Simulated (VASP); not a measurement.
# HfN: elastic constants with PBEsol

Crystal: HfN.

```
Hf N
1.0
     0.00000    2.25126    2.25126
     2.25126    0.00000    2.25126
     2.25126    2.25126    0.00000
Hf N
1 1
Direct
  0.00000 0.00000 0.00000
  0.50000 0.50000 0.50000
```

```yaml
Program: VASP 6.6.1
Task: elastic constants
Functional: PBEsol
Potentials_or_basis: VASP PAW PBE potentials, release 64 (Hf_pv, N)
Cutoff: 600 eV
k_mesh: 16 × 16 × 16
Occupations: fermi-dirac, width 0.15 eV
Spin: no spin polarisation
Dipole_correction: no
Ions_in_elastic_constants: relaxed
Further_INCAR_settings: ALGO = Normal; EDIFF = 1e-08; IBRION = 6; POTIM = 0.015; NSW = 1; ISIF = 3
```

```yaml
Elastic_constants_C11_C12_C44: 630, 111, 127 GPa
Voigt_bulk_modulus: 284 GPa
Highest_phonon_frequency_at_Γ: 502 cm⁻¹
```

Phonon frequencies in cm⁻¹ (negative: imaginary):
```tsv
q point	frequencies
(0.000, 0.000, 0.000)	0 0 0 502 502 502
```

Elastic tensor in Voigt notation (GPa, in the Cartesian axes of the cell as first typed):
```
630 111 111   0   0   0
111 630 111   0   0   0
111 111 630   0   0   0
  0   0   0 127   0   0
  0   0   0   0 127   0
  0   0   0   0   0 127
```

Clamped-ion elastic tensor (GPa):
```
630 111 111   0   0   0
111 630 111   0   0   0
111 111 630   0   0   0
  0   0   0 127   0   0
  0   0   0   0 127   0
  0   0   0   0   0 127
```

Run time: 26 min on 1 thread of AMD EPYC 9R45 96-Core Processor (Zen 5) (shared host), peak memory 0.67 GiB.

Caveat: the cell is under stress, which shifts elastic constants; the PAW data sets were made with another functional, which shifts forces and pressure a little.
